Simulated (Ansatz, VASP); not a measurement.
**B: VASP beside Ansatz**

```
CELL_PARAMETERS angstrom
0.00000 1.42117 1.42117
1.42117 0.00000 1.42117
1.42117 1.42117 0.00000
ATOMIC_POSITIONS crystal
B 0.00000 0.00000 0.00000
```

Alike in both runs: functional PBE; dispersion D3(BJ); k mesh 10 × 10 × 10; occupations gaussian, width 0.1 eV; no spin polarisation.

Ansatz relaxed the structure, and its values are those at the end. VASP's run is a single point on that final structure, the one shown.

```csv
,VASP,Ansatz
version,VASP 6.6.1,Ansatz 0.2.0
potentials or method,"VASP PAW PBE potentials, release 64 (B), cutoff 500 eV","scalar-relativistic, plane waves, PAW"
valence electrons in the cell,3,3
```

|  | VASP | Ansatz | Ansatz less VASP |
| --- | --- | --- | --- |
| gap on the k mesh at the Fermi level (eV) | none | none | - |
| pressure (GPa) | -0.3 | -0.4 | -0.11 |

A gap of «none» marks a metal or a gap that the smearing closes. Ansatz's warnings: dispersion switch in reach, relaxed geometry near dispersion switch.

The k mesh is coarse, so the values compare programs but aren't converged.
